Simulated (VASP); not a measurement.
Input of a VASP 6.6.1 run:

INCAR

```
PREC     = Accurate       # precision mode
ENCUT    = 520            # plane-wave cutoff, eV
EDIFF    = 1E-6           # SCF threshold, eV
ISMEAR   = 0              # smearing method
SIGMA    = 0.1            # smearing width, eV
LREAL    = False          # projectors in reciprocal space
LASPH    = True           # aspherical terms in the spheres
NELM     = 150            # most SCF steps
ALGO     = Normal         # electronic algorithm
ISIF     = 2              # what is computed and relaxed
LWAVE    = False          # write WAVECAR
LCHARG   = False          # write CHGCAR
ISPIN    = 2              # spin polarisation
MAGMOM   = 0 1 0 0 0 0 0 0 0 0 0 0 0 0 # initial moments
LORBIT   = 11             # projections on sites
LMAXMIX  = 4              # l up to which the mixer works
GGA      = PE             # functional
NBANDS   = 55             # bands
```

Contents of KPOINTS:

```
Automatic mesh
0
Gamma
  4 4 4
```

File POSCAR:

```
CaTiC6N6
1.0
    0.0000000000      5.8038700388      5.8038700388
    5.8038700388      0.0000000000      5.8038700388
    5.8038700388      5.8038700388      0.0000000000
Ca Ti C N
1 1 6 6
Direct
    0.0000000000      0.0000000000      0.0000000000
    0.5000000000      0.5000000000      0.5000000000
    0.7766458664      0.2233541336      0.2233541336
    0.2233541336      0.7766458664      0.2233541336
    0.2233541336      0.2233541336      0.7766458664
    0.2233541336      0.7766458664      0.7766458664
    0.7766458664      0.2233541336      0.7766458664
    0.7766458664      0.7766458664      0.2233541336
    0.6754067909      0.3245932091      0.3245932091
    0.3245932091      0.6754067909      0.3245932091
    0.3245932091      0.3245932091      0.6754067909
    0.3245932091      0.6754067909      0.6754067909
    0.6754067909      0.3245932091      0.6754067909
    0.6754067909      0.6754067909      0.3245932091
```

Potentials or basis: VASP PAW PBE potentials, release 64 (Ca_sv, Ti_sv, C, N).

Command:

```bash
$ cat potpaw_PBE.64/Ca_sv/POTCAR potpaw_PBE.64/Ti_sv/POTCAR potpaw_PBE.64/C/POTCAR potpaw_PBE.64/N/POTCAR > POTCAR
$ mpirun -np 1 vasp_std > vasp.out
```

(1) What does it give for the net moment?

(2) Estimate the band gap on the k mesh.

(3) Estimate the pressure.

(4) What does it give for the largest force?

## Answers

(1) 0.00 μB per cell.

(2) 2.45 eV.

(3) 0.5 GPa.

(4) 0.363 eV/Å.
